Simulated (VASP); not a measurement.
Input of a VASP 6.6.1 run:

File INCAR:

```
SYSTEM = Ag
PREC = Accurate
ENCUT = 400
EDIFF = 1E-8
ISMEAR = -1
SIGMA = 0.05
LREAL = .FALSE.
LASPH = .TRUE.
NELM = 120
ALGO = Normal
ISIF = 2
LWAVE = .FALSE.
LCHARG = .FALSE.
GGA = CA
LEFG = .TRUE.
NBANDS = 12
GGA_COMPAT = .FALSE.
```

The input KPOINTS:

```
Automatic mesh
0
G
  15 15 15
  0 0 0
```

Contents of POSCAR:

```
Ag
1.0
    0.0000000000      2.0699859780      2.0699859780
    2.0699859780      0.0000000000      2.0699859780
    2.0699859780      2.0699859780      0.0000000000
Ag
1
Direct
    0.0000000000      0.0000000000      0.0000000000
```

Potentials or basis: VASP PAW LDA potentials, release 64 (Ag).

Command:

```sh
$ cat potpaw_LDA.64/Ag/POTCAR > POTCAR
$ mpirun -np 1 vasp_std > vasp.out
```

**Question.** Estimate the pressure.

**Answer.** -10.9 GPa.

**Question.** Estimate the band gap on the k mesh.

**Answer.** Zero (an odd number of electrons rules out a gap without spin polarisation).

Caveat: the cell stands under tension.
